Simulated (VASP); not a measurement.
# CsPbBr3 (Pm-3m) in VASP: relaxation of cell and atoms with r2SCAN

Aim: the relaxation of cell and atoms of CsPbBr3 with r2SCAN.

Program: VASP 6.6.1. These are calculated values, not measurements. Logs are shortened: lines on timing, memory, paths and dates and some standing lists are left out, and cuts for length are marked.

**1. The cell of the first run**

It takes space group Pm-3m (No. 221, cubic). The conventional cell has a = 6.003 Å, b = 6.003 Å, c = 6.003 Å, α = 90.00°, β = 90.00°, γ = 90.00°. Cs (site symmetry m-3m) has 12 Br at 4.24 Å and 8 Pb at 5.20 Å within 5.6 Å. Within 4.0 Å of Pb (site symmetry m-3m) lie 6 Br at 3.00 Å. Within 4.0 Å of Br (site symmetry 4/mmm) lie 2 Pb at 3.00 Å.

**2. Relaxation of cell and atoms, r2SCAN**

POSCAR reads:

```
CsPbBr3
1.0
    6.0027199607      0.0000000000      0.0000000000
    0.0000000000      6.0027199607      0.0000000000
    0.0000000000      0.0000000000      6.0027199607
Cs Pb Br
1 1 3
Direct
    0.0000000000      0.0000000000      0.0000000000
    0.5000000000      0.5000000000      0.5000000000
    0.0000000000      0.5000000000      0.5000000000
    0.5000000000      0.0000000000      0.5000000000
    0.5000000000      0.5000000000      0.0000000000
```

INCAR.step1 reads:

```
SYSTEM = CsPbBr3
ALGO = Normal
EDIFF = 1E-5
EDIFFG = -0.005
ENCUT = 550
GGA = PE
GGA_COMPAT = .False.
IBRION = 2
ISIF = 3
ISMEAR = 0
LASPH = .True.
LCHARG = .False.
LREAL = .False.
LWAVE = .True.
NELM = 120
NELMIN = 4
NSW = 100
PREC = Accurate
SIGMA = 0.02
```

INCAR.step2 reads:

```
SYSTEM = CsPbBr3
ALGO = Normal
EDIFF = 1E-7
EDIFFG = -0.005
ENCUT = 550
GGA_COMPAT = .False.
IBRION = 2
ISIF = 3
ISMEAR = 0
ISTART = 1
LASPH = .True.
LCHARG = .False.
LMIXTAU = .True.
LREAL = .False.
LWAVE = .False.
METAGGA = R2SCAN
NELM = 120
NELMIN = 4
NSW = 70
PREC = Accurate
SIGMA = 0.02
```

KPOINTS reads:

```
k-points
0
Gamma
  6 6 6
  0 0 0
```

Potentials or basis: VASP PAW PBE potentials, release 64 (Cs_sv, Pb_d, Br).

The run is started by

```bash
cat potpaw_PBE.64/Cs_sv/POTCAR potpaw_PBE.64/Pb_d/POTCAR potpaw_PBE.64/Br/POTCAR > POTCAR
cp INCAR.step1 INCAR
mpirun -np 1 vasp_std > vasp.out
cp INCAR.step2 INCAR
mpirun -np 1 vasp_std > vasp.out
```

OUTCAR:

```text
SYSTEM = CsPbBr3
   EDIFF = 1E-7
   EDIFFG = -0.005
   ENCUT = 550
   IBRION = 2
   ISIF = 3
   ISMEAR = 0
   ISTART = 1
   LASPH = .True.
   LREAL = .False.
   METAGGA = R2SCAN
   NELM = 120
   NELMIN = 4
   NSW = 70
   PREC = Accurate

 ion  position               nearest neighbor table
   1  0.000  0.000  0.000-
   2  0.500  0.500  0.500-   3 3.00   4 3.00   5 3.00   5 3.00   4 3.00   3 3.00
   3  0.000  0.500  0.500-   2 3.00   2 3.00
   4  0.500  0.000  0.500-   2 3.00   2 3.00
   5  0.500  0.500  0.000-   2 3.00   2 3.00

  LATTYP: Found a simple cubic cell.
 ALAT       =     6.0027199607

  Lattice vectors:

 A1 = (   6.0027199607,   0.0000000000,   0.0000000000)
 A2 = (   0.0000000000,   6.0027199607,   0.0000000000)
 A3 = (   0.0000000000,   0.0000000000,   6.0027199607)

Analysis of symmetry for initial positions (statically):
=====================================================================
 Subroutine PRICEL returns:
 Original cell was already a primitive cell.

 Routine SETGRP: Setting up the symmetry group for a
 simple cubic supercell.

 Subroutine GETGRP returns: Found 48 space group operations
 (whereof 48 operations were pure point group operations)
 out of a pool of 48 trial point group operations.

The static configuration has the point symmetry O_h .

Analysis of symmetry for dynamics (positions and initial velocities):
=====================================================================
 Subroutine PRICEL returns:
 Original cell was already a primitive cell.

 Routine SETGRP: Setting up the symmetry group for a
 simple cubic supercell.

 Subroutine GETGRP returns: Found 48 space group operations
 (whereof 48 operations were pure point group operations)
 out of a pool of 48 trial point group operations.

The dynamic configuration has the point symmetry O_h .

 Subroutine INISYM returns: Found 48 space group operations
 (whereof 48 operations are pure point group operations),
 and found     1 'primitive' translations

----------------------------------------------------------------------------------------

                                     Primitive cell

  volume of cell :     216.2939

  direct lattice vectors                    reciprocal lattice vectors
[... 74 lines left out ...]
   dimension x,y,z NGXF=    96 NGYF=   96 NGZF=   96
   ions per type =               1   1   3
   NGX,Y,Z   is equivalent  to a cutoff of  13.29, 13.29, 13.29 a.u.
   NGXF,Y,Z  is equivalent  to a cutoff of  26.59, 26.59, 26.59 a.u.
 SYSTEM =  CsPbBr3
   PREC   = accura    normal or accurate (medium, high low for compatibility)
   ISTART =      1    job   : 0-new  1-cont  2-samecut
   ICHARG =      0    charge: 1-file 2-atom 10-const
   ISPIN  =      1    spin polarized calculation?
   LNONCOLLINEAR =      F non collinear calculations
   LSORBIT =      F    spin-orbit coupling
   LASPH  =      T    aspherical Exc in radial PAW
   ENCUT  =  550.0 eV  40.42 Ry    6.36 a.u.  11.48 11.48 11.48*2*pi/ulx,y,z
   NELM   =    120;   NELMIN=  4; NELMDL=  0     # of ELM steps
   EDIFF  = 0.1E-06   stopping-criterion for ELM
   LREAL  =      F    real-space projection
   EDIFFG = -.5E-02   stopping-criterion for IOM
   NSW    =     70    number of steps for IOM
   IBRION =      2    ionic relax: 0-MD 1-quasi-New 2-CG
   NFREE  =      1    steps in history (QN), initial steepest desc. (CG)
   ISIF   =      3    stress and relaxation
   ISYM   =      2    0-nonsym 1-usesym 2-fastsym
   POTIM  = 0.5000    time-step for ionic-motion
   TEBEG  =    0.0;   TEEND  =   0.0 temperature during run
   PSTRESS=    0.0 pullay stress
   NELECT =      44.0000    total number of electrons
   NUPDOWN=      -1.0000    fix difference up-down
   EMIN   =  10.00;   EMAX   =-10.00  energy-range for DOS
   EFERMI =   0.00;   METHOD = LEGACY
   ISMEAR =     0;   SIGMA  =   0.02  broadening in eV -4-tet -1-fermi 0-gaus
   EFERMI_NEDOS =   21; number of points for ismear=-14 and -15
   IALGO  =     38    algorithm
   IMIX   =      4    mixing-type and parameters
     AMIX     =   0.40;   BMIX     =  1.00
     AMIX_MAG =   1.60;   BMIX_MAG =  1.00
  volume/ion in A,a.u.               =      43.26       291.92
  Fermi-wavevector in a.u.,A,eV,Ry     =   0.962818  1.819463 12.612859  0.927019
  Thomas-Fermi vector in A             =   2.092310
   LORBIT       =      0    0 simple, 1 ext, 2 COOP (PROOUT), +10 PAW based schemes
   METAGGA = R2SCAN    functional components
   LHFCALC =     F    Hartree Fock is set to
   AEXX    =    0.0000 exact exchange contribution
   IVDW    =     0    specifies the selected vdW correction
   LEPSILON=     F    determine dielectric tensor
   LRPA    =     F    only Hartree local field effects (RPA)
 conjugate gradient relaxation of ions
 non-spin polarized calculation
 Gauss-broadening in eV      SIGMA  =   0.02
  energy-cutoff  :      550.00
  volume of cell :      216.29
 maximum number of plane-waves:      6382
 NGX is ok and might be reduce to    48
   NGX = 23   NGY = 23   NGZ = 23

--------------------------------------- Ionic step        1  -------------------------------------------

 number of electron      43.9999993 magnetization

 Free energy of the ion-electron system (eV)
  ---------------------------------------------------
  ext. energy  EPLUGINS =         0.00000000
  ---------------------------------------------------
  free energy    TOTEN  =      -128.46708641 eV

  energy without entropy =     -128.46708641  energy(sigma->0) =     -128.46708641

------------------------ aborting loop because EDIFF is reached ----------------------------------------

  FORCE on cell =-STRESS in cart. coord.  units (eV):
  Direction    XX          YY          ZZ          XY          YZ          ZX
  --------------------------------------------------------------------------------------
  -------------------------------------------------------------------------------------
  Total       -0.8659836     -0.8659836     -0.8659836     -0.0000000     -0.0000000      0.0000000
  in kB       -6.4146945     -6.4146945     -6.4146945     -0.0000000     -0.0000000      0.0000000
  external PRESSURE =      -6.4146945 kB  Pullay stress =       0.0000000 kB
[... 65 lines left out ...]
--------------------------------------- Ionic step        3  -------------------------------------------

 number of electron      43.9999990 magnetization

 Free energy of the ion-electron system (eV)
  ---------------------------------------------------
  ext. energy  EPLUGINS =         0.00000000
  ---------------------------------------------------
  free energy    TOTEN  =      -128.48143222 eV

  energy without entropy =     -128.48143222  energy(sigma->0) =     -128.48143222

 E-fermi :   0.8303     XC(G=0):  -7.8842

 val. band max:        0.6682748014   @ k =   0.5000   0.5000   0.5000
 cond. band min:       2.7181446533   @ k =   0.5000   0.5000   0.5000
 fundamental gap:      2.0498698519
 Fermi energy:         0.8302921412

 k-point     1 :       0.0000    0.0000    0.0000
  band No.  band energies     occupation
      1     -21.2953      2.00000
      2     -16.6642      2.00000
      3     -16.6642      2.00000
      4     -16.5195      2.00000
      5     -16.5195      2.00000
      6     -16.5195      2.00000
[... 601 lines left out ...]
  FREE ENERGIE OF THE ION-ELECTRON SYSTEM (eV)
  ---------------------------------------------------
  free  energy   TOTEN  =      -128.4814322218 eV

  energy  without entropy=     -128.4814322218  energy(sigma->0) =     -128.48143222

 reached required accuracy - stopping structural energy minimisation
```

OUTCAR.step1:

```text
SYSTEM = CsPbBr3
   EDIFF = 1E-5
   EDIFFG = -0.005
   ENCUT = 550
   GGA = PE
   IBRION = 2
   ISIF = 3
[... 811 lines left out ...]
      0.00000      3.00136      3.00136         0.000000      0.000000      0.000000
      3.00136      0.00000      3.00136         0.000000      0.000000      0.000000
      3.00136      3.00136      0.00000         0.000000      0.000000      0.000000
 -----------------------------------------------------------------------------------
    total drift:                                0.000000     -0.000000     -0.000000

  FREE ENERGIE OF THE ION-ELECTRON SYSTEM (eV)
  ---------------------------------------------------
  free  energy   TOTEN  =       -15.8966872909 eV

  energy  without entropy=      -15.8966872909  energy(sigma->0) =      -15.89668729

 reached required accuracy - stopping structural energy minimisation
```

It took 39 min on 1 thread of Intel Xeon 8259CL, shared host; peak memory 0.46 GiB.

What came out:

* Free energy: -128.4814 eV
* Relaxed volume: 41.89 Å³/atom
* Relaxed cell: a = 5.939 Å, b = 5.939 Å, c = 5.939 Å, α = 90.00°, β = 90.00°, γ = 90.00°
* Space group after relaxing (to 0.1 Å): Pm-3m (No. 221)
* Energy gained by relaxing: 2.9 meV/atom
* Ionic steps: 3
* Pressure after relaxing: 0.0 GPa
* Band gap on the k mesh: 2.05 eV

The path:
```
step  energy change (eV)  largest force (eV/Å)  pressure (GPa)  volume (Å³)
   1              0.0000                0.0000           -0.64       216.29
   2             -0.0136                0.0000           -0.15       210.92
   3             -0.0143                0.0000           -0.01       209.47
```

Final structure:
```
CELL_PARAMETERS angstrom
5.93887 0.00000 0.00000
0.00000 5.93887 0.00000
0.00000 0.00000 5.93887
ATOMIC_POSITIONS crystal
Cs 0.00000 0.00000 0.00000
Pb 0.50000 0.50000 0.50000
Br 0.00000 0.50000 0.50000
Br 0.50000 0.00000 0.50000
Br 0.50000 0.50000 0.00000
```

Caveat: the PAW data sets were made with another functional, which shifts forces and pressure a little; spin-orbit coupling is left out, which moves the levels of the heavy elements. A k mesh can miss the band edges.
